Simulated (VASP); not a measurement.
Here is a VASP 6.6.1 calculation.

The input INCAR:

```
PREC = Accurate
ENCUT = 520
EDIFF = 1E-6
ISMEAR = 0
SIGMA = 0.1
LREAL = False
LASPH = True
NELM = 100
ALGO = Normal
ISIF = 2
LWAVE = False
LCHARG = False
GGA = PE
NBANDS = 44
```

The input KPOINTS:

```
Automatic mesh
0
Gamma
  6 6 6
```

The input POSCAR:

```
Sn5H
1.0
    2.7246283238      1.5730648962      5.6160969215
   -2.7246283238      1.5730648962      5.6160969215
    0.0000000000     -3.1461297924      5.6160969215
Sn H
5 1
Direct
    0.0000000000      0.0000000000      0.0000000000
    0.8168025454      0.8168025454      0.8168025454
    0.1831974546      0.1831974546      0.1831974546
    0.6177370134      0.6177370134      0.6177370134
    0.3822629866      0.3822629866      0.3822629866
    0.5000000000      0.5000000000      0.5000000000
```

Potentials or basis: VASP PAW PBE potentials, release 64 (Sn_d, H).

Run with:

```console
$ cat potpaw_PBE.64/Sn_d/POTCAR potpaw_PBE.64/H/POTCAR > POTCAR
$ mpirun -np 1 vasp_std > vasp.out
```

Problem. Estimate the largest force.

Solution. 0.009 eV/Å.

Problem. Estimate the band gap on the k mesh.

Solution. Zero (an odd number of electrons rules out a gap without spin polarisation).

Forces in eV/Å, atoms in the order of the input:
```
Sn   0.000  0.000  0.000
Sn   0.000  0.000 -0.009
Sn   0.000  0.000  0.009
Sn   0.000  0.000  0.009
Sn   0.000  0.000 -0.009
H    0.000  0.000  0.000
```

Caveat: spin-orbit coupling is left out, which moves the levels of the heavy elements.
